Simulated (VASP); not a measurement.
# CdClO (P6_3mc) in VASP: single point with PBE

Aim: the single point of CdClO with PBE.

Program: VASP 6.6.1. These are calculated values, not measurements. Logs are shortened: lines on timing, memory, paths and dates and some standing lists are left out, and cuts for length are marked.

## (1) The cell of the first run

The structure is hexagonal, space group P6_3mc (No. 186). The conventional cell has a = 3.812 Å, b = 3.812 Å, c = 9.563 Å, α = 90.00°, β = 90.00°, γ = 120.00°. Within 3.1 Å of Cd (site symmetry 3m) lie 3 O at 2.27 Å and 4 Cl at 2.80 to 3.06 Å. Cl (site symmetry 3m) has 4 Cd at 2.80 to 3.06 Å and 6 O at 3.18 to 3.32 Å and 6 Cl at 3.81 Å within 3.9 Å. Within 3.0 Å of O (site symmetry 3m) lie 3 Cd at 2.27 Å.

## (2) Single point, PBE

File INCAR:

```
PREC = Accurate
ENCUT = 700
EDIFF = 1E-6
ISMEAR = -1
SIGMA = 0.05
LREAL = False
LASPH = True
NELM = 120
ALGO = Normal
ISIF = 2
LWAVE = False
LCHARG = True
GGA = PE
LELF = True
LVHAR = True
NBANDS = 42
GGA_COMPAT = False
```

File KPOINTS:

```
Automatic mesh
0
Gamma
  8 8 3
```

File POSCAR:

```
CdClO
1.0
    3.8117738983      0.0000000000      0.0000000000
   -1.9058869491      3.3010930294      0.0000000000
    0.0000000000      0.0000000000      9.5625610000
Cd Cl O
2 2 2
Direct
    0.6666666667      0.3333333333      0.0190610000
    0.3333333333      0.6666666667      0.5190610000
    0.6666666667      0.3333333333      0.3387190000
    0.3333333333      0.6666666667      0.8387190000
    0.0000000000      0.0000000000      0.0792210000
    0.0000000000      0.0000000000      0.5792210000
```

Potentials or basis: VASP PAW PBE potentials, release 64 (Cd_sv_GW, Cl, O).

Command:

```
cat potpaw_PBE.64/Cd_sv_GW/POTCAR potpaw_PBE.64/Cl/POTCAR potpaw_PBE.64/O/POTCAR > POTCAR
mpirun -np 1 vasp_std > vasp.out
```

OUTCAR:

```text
PREC = Accurate
   ENCUT = 700
   EDIFF = 1E-6
   ISMEAR = -1
   LREAL = False
   LASPH = True
   NELM = 120
   ISIF = 2
   GGA = PE

 ion  position               nearest neighbor table
   1  0.667  0.333  0.019-   5 2.27   5 2.27   5 2.27
   2  0.333  0.667  0.519-   6 2.27   6 2.27   6 2.27
   3  0.667  0.333  0.339-
   4  0.333  0.667  0.839-
   5  0.000  0.000  0.079-   1 2.27   1 2.27   1 2.27
   6  0.000  0.000  0.579-   2 2.27   2 2.27   2 2.27

  LATTYP: Found a hexagonal cell.
 ALAT       =     3.8117738983
 C/A-ratio  =     2.5086905087

  Lattice vectors:

 A1 = (   3.8117738983,   0.0000000000,   0.0000000000)
 A2 = (  -1.9058869491,   3.3010930294,   0.0000000000)
 A3 = (   0.0000000000,   0.0000000000,   9.5625610000)

Analysis of symmetry for initial positions (statically):
=====================================================================
 Subroutine PRICEL returns:
 Original cell was already a primitive cell.

 Routine SETGRP: Setting up the symmetry group for a
 hexagonal supercell.

 Subroutine GETGRP returns: Found 12 space group operations
 (whereof  6 operations were pure point group operations)
 out of a pool of 24 trial point group operations.

The static configuration has the point symmetry C_3v.
 The point group associated with its full space group is C_6v.

Analysis of symmetry for dynamics (positions and initial velocities):
=====================================================================
 Subroutine PRICEL returns:
 Original cell was already a primitive cell.

 Routine SETGRP: Setting up the symmetry group for a
 hexagonal supercell.

 Subroutine GETGRP returns: Found 12 space group operations
 (whereof  6 operations were pure point group operations)
 out of a pool of 24 trial point group operations.

The dynamic configuration has the point symmetry C_3v.
 The point group associated with its full space group is C_6v.

 Subroutine INISYM returns: Found 12 space group operations
 (whereof  6 operations are pure point group operations),
 and found     1 'primitive' translations

----------------------------------------------------------------------------------------

                                     Primitive cell
[... 91 lines left out ...]
   LASPH  =      T    aspherical Exc in radial PAW
   ENCUT  =  700.0 eV  51.45 Ry    7.17 a.u.   8.22  8.22 20.63*2*pi/ulx,y,z
   NELM   =    120;   NELMIN=  2; NELMDL= -5     # of ELM steps
   EDIFF  = 0.1E-05   stopping-criterion for ELM
   LREAL  =      F    real-space projection
   EDIFFG = 0.1E-04   stopping-criterion for IOM
   NSW    =      0    number of steps for IOM
   IBRION =     -1    ionic relax: 0-MD 1-quasi-New 2-CG
   NFREE  =      0    steps in history (QN), initial steepest desc. (CG)
   ISIF   =      2    stress and relaxation
   ISYM   =      2    0-nonsym 1-usesym 2-fastsym
   POTIM  = 0.5000    time-step for ionic-motion
   TEBEG  =    0.0;   TEEND  =   0.0 temperature during run
   PSTRESS=    0.0 pullay stress
   NELECT =      66.0000    total number of electrons
   NUPDOWN=      -1.0000    fix difference up-down
   EMIN   =  10.00;   EMAX   =-10.00  energy-range for DOS
   EFERMI =   0.00;   METHOD = LEGACY
   ISMEAR =    -1;   SIGMA  =   0.05  broadening in eV -4-tet -1-fermi 0-gaus
   EFERMI_NEDOS =   21; number of points for ismear=-14 and -15
   IALGO  =     38    algorithm
   IMIX   =      4    mixing-type and parameters
     AMIX     =   0.40;   BMIX     =  1.00
     AMIX_MAG =   1.60;   BMIX_MAG =  1.00
  volume/ion in A,a.u.               =      20.05       135.33
  Fermi-wavevector in a.u.,A,eV,Ry     =   1.340098  2.532417 24.434181  1.795862
  Thomas-Fermi vector in A             =   2.468437
   LORBIT       =      0    0 simple, 1 ext, 2 COOP (PROOUT), +10 PAW based schemes
   GGA     = PE    functional components
   LHFCALC =     F    Hartree Fock is set to
   AEXX    =    0.0000 exact exchange contribution
   IVDW    =     0    specifies the selected vdW correction
   LEPSILON=     F    determine dielectric tensor
   LRPA    =     F    only Hartree local field effects (RPA)
 non-spin polarized calculation
  energy-cutoff  :      700.00
  volume of cell :      120.33
 maximum number of plane-waves:      5099
 NGX is ok and might be reduce to    36
   NGX = 17   NGY = 17   NGZ = 41

 number of electron      65.9999998 magnetization

 Free energy of the ion-electron system (eV)
  ---------------------------------------------------
  ext. energy  EPLUGINS =         0.00000000
  ---------------------------------------------------
  free energy    TOTEN  =       -17.56938863 eV

  energy without entropy =      -17.43856359  energy(sigma->0) =      -17.50397611

 E-fermi :   0.8427     XC(G=0):  -9.3767

 val. band max:        0.8417927374   @ k =   0.5000  -0.0000   0.0000
 cond. band min:       0.8462825420   @ k =   0.3750  -0.0000   0.0000
 fundamental gap:      0.0044898046
 Fermi energy:         0.8426880970

 k-point     1 :       0.0000    0.0000    0.0000
  band No.  band energies     occupation
      1     -99.2368      2.00000
      2     -99.2368      2.00000
      3     -60.3426      2.00000
      4     -60.3426      2.00000
      5     -60.2869      2.00000
      6     -60.2869      2.00000
[... 889 lines left out ...]
     41      10.8741      0.00000
     42      10.9085      0.00000

------------------------ aborting loop because EDIFF is reached ----------------------------------------

  FORCE on cell =-STRESS in cart. coord.  units (eV):
  Direction    XX          YY          ZZ          XY          YZ          ZX
  --------------------------------------------------------------------------------------
  -------------------------------------------------------------------------------------
  Total       -2.6303492     -2.6303492     -0.6724154     -0.0000000      0.0000000     -0.0000000
  in kB      -35.0239303    -35.0239303     -8.9534232     -0.0000000      0.0000000     -0.0000000
  external PRESSURE =     -26.3337613 kB  Pullay stress =       0.0000000 kB

 VOLUME and BASIS-vectors are now :
 -----------------------------------------------------------------------------
  energy-cutoff  :      700.00
  volume of cell :      120.33
      direct lattice vectors                 reciprocal lattice vectors
     3.811773898  0.000000000  0.000000000     0.262345046  0.151464983  0.000000000
    -1.905886949  3.301093029  0.000000000     0.000000000  0.302929966  0.000000000
     0.000000000  0.000000000  9.562561000     0.000000000  0.000000000  0.104574496

 POSITION                                       TOTAL-FORCE (eV/Angst)
 -----------------------------------------------------------------------------------
      1.90589      1.10036      0.18227         0.000000     -0.000000      0.135583
     -0.00000      2.20073      4.96355        -0.000000      0.000000      0.135583
      1.90589      1.10036      3.23902         0.000000     -0.000000     -0.056935
     -0.00000      2.20073      8.02030        -0.000000      0.000000     -0.056935
      0.00000      0.00000      0.75756         0.000000      0.000000     -0.078647
      0.00000      0.00000      5.53884         0.000000      0.000000     -0.078647
 -----------------------------------------------------------------------------------
    total drift:                                0.000000     -0.000000     -0.003796

  FREE ENERGIE OF THE ION-ELECTRON SYSTEM (eV)
  ---------------------------------------------------
  free  energy   TOTEN  =       -17.5693886312 eV

  energy  without entropy=      -17.4385635932  energy(sigma->0) =      -17.50397611
```

Wall time 2 min (1 thread of Intel Xeon 6975P-C (Granite Rapids), shared host); peak memory 0.41 GiB.

Results:

* Free energy: -17.5694 eV
* Pressure: -2.6 GPa
* Largest force: 0.136 eV/Å
* Band gap on the k mesh: zero (bands 33 and 34 overlap by 0.17 eV)

Forces in eV/Å, atoms in the order of the input:
```
Cd   0.000  0.000  0.136
Cd   0.000  0.000  0.136
Cl   0.000  0.000 -0.057
Cl   0.000  0.000 -0.057
O    0.000  0.000 -0.079
O    0.000  0.000 -0.079
```
